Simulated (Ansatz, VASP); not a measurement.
## Se in VASP and in Ansatz

```xyz
2
Lattice="3.6625 0.0000 0.0000 -1.8312 3.1718 0.0000 0.0000 0.0000 3.8476" Properties=species:S:1:pos:R:3 pbc="T T T"
Se    0.0000    2.1145    0.9619
Se    1.8312    1.0573    2.8857
```

Alike in both runs: functional PBE; k mesh 12 × 12 × 6; occupations fermi-dirac, width 0.1 eV; no spin polarisation.

Ansatz relaxed the structure, and its values are those at the end. VASP's run is a single point on that final structure, the one shown.

```csv
,VASP,Ansatz
version,VASP 6.6.1,Ansatz 0.2.0
potentials or method,"VASP PAW PBE potentials, release 64 (Se), cutoff 520 eV","plane waves (420 eV) with PAW, scalar-relativistic"
valence electrons in the cell,12,32
```

```tsv
	VASP	Ansatz	Ansatz less VASP
pressure (GPa)	0.0	0.0	-0.02
```

VASP's potentials hold 12 valence electrons a cell and Ansatz's 32, so a difference there can come from the potentials and not from the codes.
